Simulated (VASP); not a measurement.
## Fe3Ge: single point with PBEsol

The system is Fe3Ge.

```
Ge Fe
1.0
     3.70867    0.00000    0.00000
     0.00000    3.70867    0.00000
     0.00000    0.00000    3.70867
Ge Fe
1 3
Direct
  0.00000 0.00000 0.00000
  0.50000 0.00000 0.50000
  0.50000 0.50000 0.00000
  0.00000 0.50000 0.50000
```

This cell differs from its parent crystal: volume scaled by 1.04.

* Program: VASP 6.6.1
* Task: single point
* Functional: PBEsol
* Potentials or basis: VASP PAW PBE potentials, release 64 (Ge_d, Fe)
* Cutoff: 520 eV
* k mesh: 7 × 7 × 7
* Occupations: fermi-dirac, width 0.05 eV
* Spin: collinear spin, ferromagnetic start
* Starting moments: [0.0, 3.0, 3.0, 3.0] μB

```
Pressure                                              : -15.8 GPa
Net moment                                            : 6.72 μB per cell
Site moments                                          : Ge -0.14; Fe +2.29 μB
Valence electrons inside the program's atomic spheres : Ge 12.41; Fe 7.13
```

Levels at points of the mesh, in eV from the Fermi level:
Spin up:
```csv
k point,band 20,band 21,band 22,band 23,band 24,band 25
"(0.00, 0.00, 0.00)",-1.18,-0.86,-0.50,-0.50,-0.50,2.57
```
Spin down:
```tsv
k point	band 13	band 14	band 15	band 16	band 17	band 18	band 19	band 20
(0.00, 0.00, 0.00)	-1.14	-1.14	-1.14	0.21	0.21	0.21	1.27	1.27
```

It took 62 s on 1 thread of Intel(R) Xeon(R) Platinum 8488C (Sapphire Rapids), with other jobs on the host, peak memory 0.2 GiB.

Caveat: the PAW data sets were made with another functional, which shifts forces and pressure a little.
